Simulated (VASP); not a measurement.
# NiGe (F-43m) in VASP: single point with r2SCAN

Aim: the single point of NiGe with r2SCAN.

All numbers are computed with VASP 6.6.1; they aren't measurements. Logs are shortened: lines on timing, memory, paths and dates and some standing lists are left out, and cuts for length are marked.

## (1) The cell of the first run

The structure is cubic, space group F-43m (No. 216). Conventional cell: a = 5.745 Å, b = 5.745 Å, c = 5.745 Å, α = 90.00°, β = 90.00°, γ = 90.00°. Ni (site symmetry -43m) has 4 Ge at 2.49 Å within 3.3 Å. Ge (site symmetry -43m) has 4 Ni at 2.49 Å within 3.3 Å.

## (2) Single point, r2SCAN, collinear spin, ferromagnetic start

Contents of POSCAR:

```
NiGe
1.0
    0.0000000000      2.8724997659      2.8724997659
    2.8724997659      0.0000000000      2.8724997659
    2.8724997659      2.8724997659      0.0000000000
Ni Ge
1 1
Direct
    0.0000000000      0.0000000000      0.0000000000
    0.2500000000      0.2500000000      0.2500000000
```

Contents of INCAR.step1:

```
SYSTEM = NiGe
PREC     = Accurate       ! precision mode
ENCUT    = 520            ! plane-wave cutoff, eV
ISMEAR   = 0              ! smearing method
SIGMA    = 0.1            ! smearing width, eV
LREAL    = .FALSE.        ! projectors in reciprocal space
LASPH    = .TRUE.         ! aspherical terms in the spheres
NELM     = 150            ! most SCF steps
ISPIN    = 2              ! spin polarisation
MAGMOM   = 2.5 0          ! initial moments
LMAXMIX  = 4              ! l up to which the mixer works
NBANDS   = 23             ! bands
GGA      = PE             ! functional
ALGO     = Normal         ! electronic algorithm
EDIFF    = 1E-4           ! SCF threshold, eV
LWAVE    = .TRUE.         ! write WAVECAR
LCHARG   = .FALSE.        ! write CHGCAR
```

Contents of INCAR.step2:

```
SYSTEM = NiGe
PREC     = Accurate       ! precision mode
ENCUT    = 520            ! plane-wave cutoff, eV
EDIFF    = 1E-6           ! SCF threshold, eV
ISMEAR   = 0              ! smearing method
SIGMA    = 0.1            ! smearing width, eV
LREAL    = .FALSE.        ! projectors in reciprocal space
LASPH    = .TRUE.         ! aspherical terms in the spheres
NELM     = 150            ! most SCF steps
ALGO     = Normal         ! electronic algorithm
ISIF     = 2              ! what is computed and relaxed
LWAVE    = .FALSE.        ! write WAVECAR
LCHARG   = .TRUE.         ! write CHGCAR
ISPIN    = 2              ! spin polarisation
MAGMOM   = 2.5 0          ! initial moments
LORBIT   = 11             ! projections on sites
LMAXMIX  = 4              ! l up to which the mixer works
METAGGA  = R2SCAN         ! meta-GGA
LMIXTAU  = .TRUE.       
LELF     = .TRUE.         ! ELF
LVHAR    = .TRUE.       
NBANDS   = 23             ! bands
ISTART   = 1
```

Contents of KPOINTS:

```
regular mesh
0
G
  14 14 14
  0 0 0
```

Potentials or basis: VASP PAW PBE potentials, release 64 (Ni, Ge_d).

Started as:

```
$ cat potpaw_PBE.64/Ni/POTCAR potpaw_PBE.64/Ge_d/POTCAR > POTCAR
$ cp INCAR.step1 INCAR
$ mpirun -np 1 vasp_std > vasp.out
$ cp INCAR.step2 INCAR
$ mpirun -np 1 vasp_std > vasp.out
```

OUTCAR:

```text
SYSTEM = NiGe
   PREC = Accurate
   ENCUT = 520
   EDIFF = 1E-6
   ISMEAR = 0
   LREAL = .FALSE.
   LASPH = .TRUE.
   NELM = 150
   ISIF = 2
   ISPIN = 2
   LORBIT = 11
   METAGGA = R2SCAN
   ISTART = 1

 ion  position               nearest neighbor table
   1  0.000  0.000  0.000-   2 2.49   2 2.49   2 2.49   2 2.49
   2  0.250  0.250  0.250-   1 2.49   1 2.49   1 2.49   1 2.49

  LATTYP: Found a face centered cubic cell.
 ALAT       =     5.7449995318

  Lattice vectors:

 A1 = (   0.0000000000,   2.8724997659,   2.8724997659)
 A2 = (   2.8724997659,   0.0000000000,   2.8724997659)
 A3 = (   2.8724997659,   2.8724997659,   0.0000000000)

Analysis of symmetry for initial positions (statically):
=====================================================================
 Subroutine PRICEL returns:
 Original cell was already a primitive cell.

 Routine SETGRP: Setting up the symmetry group for a
 face centered cubic supercell.

 Subroutine GETGRP returns: Found 24 space group operations
 (whereof 24 operations were pure point group operations)
 out of a pool of 48 trial point group operations.

The static configuration has the point symmetry T_d .

Analysis of symmetry for dynamics (positions and initial velocities):
=====================================================================
 Subroutine PRICEL returns:
 Original cell was already a primitive cell.

 Routine SETGRP: Setting up the symmetry group for a
 face centered cubic supercell.

 Subroutine GETGRP returns: Found 24 space group operations
 (whereof 24 operations were pure point group operations)
 out of a pool of 48 trial point group operations.

The dynamic configuration has the point symmetry T_d .

Analysis of structural, dynamic, and magnetic symmetry:
=====================================================================
 Subroutine PRICEL returns:
 Original cell was already a primitive cell.

 Routine SETGRP: Setting up the symmetry group for a
 face centered cubic supercell.

 Subroutine GETGRP returns: Found 24 space group operations
 (whereof 24 operations were pure point group operations)
 out of a pool of 48 trial point group operations.

The overall configuration has the point symmetry T_d .

 Subroutine INISYM returns: Found 24 space group operations
 (whereof 24 operations are pure point group operations),
 and found     1 'primitive' translations

----------------------------------------------------------------------------------------

                                     Primitive cell

  volume of cell :      47.4035

  direct lattice vectors                    reciprocal lattice vectors
     0.000000000  2.872499766  2.872499766    -0.174064418  0.174064418  0.174064418
     2.872499766  0.000000000  2.872499766     0.174064418 -0.174064418  0.174064418
     2.872499766  2.872499766  0.000000000     0.174064418  0.174064418 -0.174064418

  length of vectors
     4.062328127  4.062328127  4.062328127     0.301488416  0.301488416  0.301488416

  position of ions in fractional coordinates (direct lattice)
     0.000000000  0.000000000  0.000000000
     0.250000000  0.250000000  0.250000000

  ion indices of the primitive-cell ions
   primitive index   ion index
                 1           1
                 2           2

----------------------------------------------------------------------------------------

 KPOINTS: regular mesh

Automatic generation of k-mesh.
 Grid dimensions read from file:
 generate k-points for:   14   14   14

 Generating k-lattice:

  Cartesian coordinates                     Fractional coordinates (reciprocal lattice)
    -0.012433173  0.012433173  0.012433173     0.071428571  0.000000000  0.000000000
     0.012433173 -0.012433173  0.012433173     0.000000000  0.071428571  0.000000000
     0.012433173  0.012433173 -0.012433173     0.000000000  0.000000000  0.071428571

  Length of vectors
     0.021534887  0.021534887  0.021534887

  Shift w.r.t. Gamma in fractional coordinates (k-lattice)
     0.000000000  0.000000000  0.000000000

 Subroutine IBZKPT returns following result:
 ===========================================

 Found    104 irreducible k-points:

 Following reciprocal coordinates:
            Coordinates               Weight
  0.000000  0.000000  0.000000      1.000000
  0.071429  0.000000  0.000000      8.000000
  0.142857  0.000000  0.000000      8.000000
  0.214286  0.000000  0.000000      8.000000
  0.285714  0.000000  0.000000      8.000000
  0.357143  0.000000  0.000000      8.000000
[... 16 lines left out ...]
  0.214286  0.142857  0.000000     24.000000
  0.285714  0.142857  0.000000     24.000000
 [... further k-points ...]
   k-points           NKPTS =    104   k-points in BZ     NKDIM =    104   number of bands    NBANDS=     23
   number of dos      NEDOS =    301   number of ions     NIONS =      2
   total plane-waves  NPLWV =  27000
   dimension x,y,z NGX =    30 NGY =   30 NGZ =   30
   dimension x,y,z NGXF=    60 NGYF=   60 NGZF=   60
   ions per type =               1   1
   NGX,Y,Z   is equivalent  to a cutoff of  12.28, 12.28, 12.28 a.u.
   NGXF,Y,Z  is equivalent  to a cutoff of  24.55, 24.55, 24.55 a.u.
 SYSTEM =  NiGe
   PREC   = accura    normal or accurate (medium, high low for compatibility)
   ISTART =      1    job   : 0-new  1-cont  2-samecut
   ICHARG =      0    charge: 1-file 2-atom 10-const
   ISPIN  =      2    spin polarized calculation?
   LNONCOLLINEAR =      F non collinear calculations
   LSORBIT =      F    spin-orbit coupling
   LASPH  =      T    aspherical Exc in radial PAW
   ENCUT  =  520.0 eV  38.22 Ry    6.18 a.u.   7.55  7.55  7.55*2*pi/ulx,y,z
   NELM   =    150;   NELMIN=  2; NELMDL=  0     # of ELM steps
   EDIFF  = 0.1E-05   stopping-criterion for ELM
   LREAL  =      F    real-space projection
   EDIFFG = 0.1E-04   stopping-criterion for IOM
   NSW    =      0    number of steps for IOM
   IBRION =     -1    ionic relax: 0-MD 1-quasi-New 2-CG
   NFREE  =      0    steps in history (QN), initial steepest desc. (CG)
   ISIF   =      2    stress and relaxation
   ISYM   =      2    0-nonsym 1-usesym 2-fastsym
   POTIM  = 0.5000    time-step for ionic-motion
   TEBEG  =    0.0;   TEEND  =   0.0 temperature during run
   PSTRESS=    0.0 pullay stress
   NELECT =      24.0000    total number of electrons
   NUPDOWN=      -1.0000    fix difference up-down
   EMIN   =  10.00;   EMAX   =-10.00  energy-range for DOS
   EFERMI =   0.00;   METHOD = LEGACY
   ISMEAR =     0;   SIGMA  =   0.10  broadening in eV -4-tet -1-fermi 0-gaus
   EFERMI_NEDOS =   21; number of points for ismear=-14 and -15
   IALGO  =     38    algorithm
   IMIX   =      4    mixing-type and parameters
     AMIX     =   0.40;   BMIX     =  1.00
     AMIX_MAG =   1.60;   BMIX_MAG =  1.00
  volume/ion in A,a.u.               =      23.70       159.95
  Fermi-wavevector in a.u.,A,eV,Ry     =   1.304794  2.465703 23.163743  1.702487
  Thomas-Fermi vector in A             =   2.435706
   LORBIT       =     11    0 simple, 1 ext, 2 COOP (PROOUT), +10 PAW based schemes
   METAGGA = R2SCAN    functional components
   LHFCALC =     F    Hartree Fock is set to
   AEXX    =    0.0000 exact exchange contribution
   IVDW    =     0    specifies the selected vdW correction
   LEPSILON=     F    determine dielectric tensor
   LRPA    =     F    only Hartree local field effects (RPA)
 spin polarized calculation
 Gauss-broadening in eV      SIGMA  =   0.10
  energy-cutoff  :      520.00
  volume of cell :       47.40
 maximum number of plane-waves:      1299
   NGX = 15   NGY = 15   NGZ = 15

 number of electron      23.9999982 magnetization      -0.0000150

 number of electron      23.9999982 magnetization       0.0000136

 Free energy of the ion-electron system (eV)
  ---------------------------------------------------
  ext. energy  EPLUGINS =         0.00000000
  ---------------------------------------------------
  free energy    TOTEN  =       -24.55635541 eV

  energy without entropy =      -24.54936432  energy(sigma->0) =      -24.55285987

 E-fermi :   2.7825     XC(G=0): -10.0929

 val. band max:        2.7570459583   @ k =  -0.4286   0.3571   0.1429
 cond. band min:       2.7863171053   @ k =  -0.2857   0.2857   0.0714
 fundamental gap:      0.0292711470
 Fermi energy:         2.7825267138

 spin component 1

 k-point     1 :       0.0000    0.0000    0.0000
  band No.  band energies     occupation
      1     -22.1747      1.00000
      2     -22.1747      1.00000
      3     -22.1747      1.00000
      4     -22.1590      1.00000
      5     -22.1590      1.00000
      6      -6.9810      1.00000
[... 15 lines left out ...]
     22      16.4710      0.00000
     23      16.4711      0.00000

 k-point     2 :       0.0714    0.0000    0.0000
  band No.  band energies     occupation
      1     -22.1747      1.00000
      2     -22.1746      1.00000
      3     -22.1746      1.00000
      4     -22.1590      1.00000
      5     -22.1590      1.00000
      6      -6.9273      1.00000
[... 15 lines left out ...]
     22      16.1928      0.00000
     23      17.4307      0.00000
[... 544 lines left out ...]
     22      17.4216      0.00000
     23      18.2373      0.00000

 k-point    24 :       0.2857    0.1429    0.0000
  band No.  band energies     occupation
      1     -22.1754      1.00000
      2     -22.1729      1.00000
      3     -22.1727      1.00000
      4     -22.1594      1.00000
      5     -22.1579      1.00000
      6      -6.2484      1.00000
[... 15 lines left out ...]
     22      18.6421      0.00000
     23      19.6873      0.00000

 [... further k-points ...]

 spin component 2

 k-point     1 :       0.0000    0.0000    0.0000
  band No.  band energies     occupation
      1     -22.1747      1.00000
      2     -22.1747      1.00000
      3     -22.1747      1.00000
      4     -22.1590      1.00000
      5     -22.1590      1.00000
      6      -6.9810      1.00000
[... 15 lines left out ...]
     22      16.4711      0.00000
     23      16.4711      0.00000

 k-point     2 :       0.0714    0.0000    0.0000
  band No.  band energies     occupation
      1     -22.1747      1.00000
      2     -22.1746      1.00000
      3     -22.1746      1.00000
      4     -22.1590      1.00000
      5     -22.1590      1.00000
      6      -6.9273      1.00000
[... 15 lines left out ...]
     22      16.1928      0.00000
     23      17.4307      0.00000
[... 544 lines left out ...]
     22      17.4216      0.00000
     23      18.2373      0.00000

 k-point    24 :       0.2857    0.1429    0.0000
  band No.  band energies     occupation
      1     -22.1754      1.00000
      2     -22.1729      1.00000
      3     -22.1727      1.00000
      4     -22.1594      1.00000
      5     -22.1579      1.00000
      6      -6.2484      1.00000
[... 15 lines left out ...]
     22      18.6421      0.00000
     23      19.6873      0.00000

 [... further k-points ...]

------------------------ aborting loop because EDIFF is reached ----------------------------------------

  FORCE on cell =-STRESS in cart. coord.  units (eV):
  Direction    XX          YY          ZZ          XY          YZ          ZX
  --------------------------------------------------------------------------------------
  -------------------------------------------------------------------------------------
  Total       -4.0124801     -4.0124801     -4.0124801     -0.0000000      0.0000000     -0.0000000
  in kB     -135.6167928   -135.6167928   -135.6167928     -0.0000000      0.0000000     -0.0000000
  external PRESSURE =    -135.6167928 kB  Pullay stress =       0.0000000 kB

 VOLUME and BASIS-vectors are now :
 -----------------------------------------------------------------------------
  energy-cutoff  :      520.00
  volume of cell :       47.40
      direct lattice vectors                 reciprocal lattice vectors
     0.000000000  2.872499766  2.872499766    -0.174064418  0.174064418  0.174064418
     2.872499766  0.000000000  2.872499766     0.174064418 -0.174064418  0.174064418
     2.872499766  2.872499766  0.000000000     0.174064418  0.174064418 -0.174064418

 POSITION                                       TOTAL-FORCE (eV/Angst)
 -----------------------------------------------------------------------------------
      0.00000      0.00000      0.00000        -0.000000     -0.000000      0.000000
      1.43625      1.43625      1.43625         0.000000      0.000000     -0.000000
 -----------------------------------------------------------------------------------
    total drift:                                0.000046      0.000046      0.000046

  FREE ENERGIE OF THE ION-ELECTRON SYSTEM (eV)
  ---------------------------------------------------
  free  energy   TOTEN  =       -24.5563554107 eV

  energy  without entropy=      -24.5493643208  energy(sigma->0) =      -24.55285987

 total charge

# of ion       s       p       d       tot
------------------------------------------
    1        0.477   0.251   8.384   9.112
    2        1.176   1.003  10.005  12.185
--------------------------------------------------
tot          1.653   1.254  18.389  21.297

 magnetization (x)

# of ion       s       p       d       tot
------------------------------------------
    1       -0.000  -0.000   0.000   0.000
    2       -0.000  -0.000  -0.000  -0.000
--------------------------------------------------
tot         -0.000  -0.000   0.000  -0.000
```

It took 7.6 min on 1 thread of AMD EPYC 9R45 (Zen 5), shared host; peak memory 0.28 GiB.

Results:

```yaml
Free_energy: -24.5564 eV
Pressure: -13.6 GPa
Band_gap_on_the_k_mesh: zero (filled and empty bands overlap)
Net_moment: 0.00 μB per cell
Valence_electrons_inside_the_program's_atomic_spheres: Ni 9.11; Ge 12.19
```

Caveat: the cell stands under tension; the moments typed at the start vanished in this run; the PAW data sets were made with another functional, which shifts forces and pressure a little.

The gap in the log of VASP goes by the Fermi energy; the results here count the filled bands.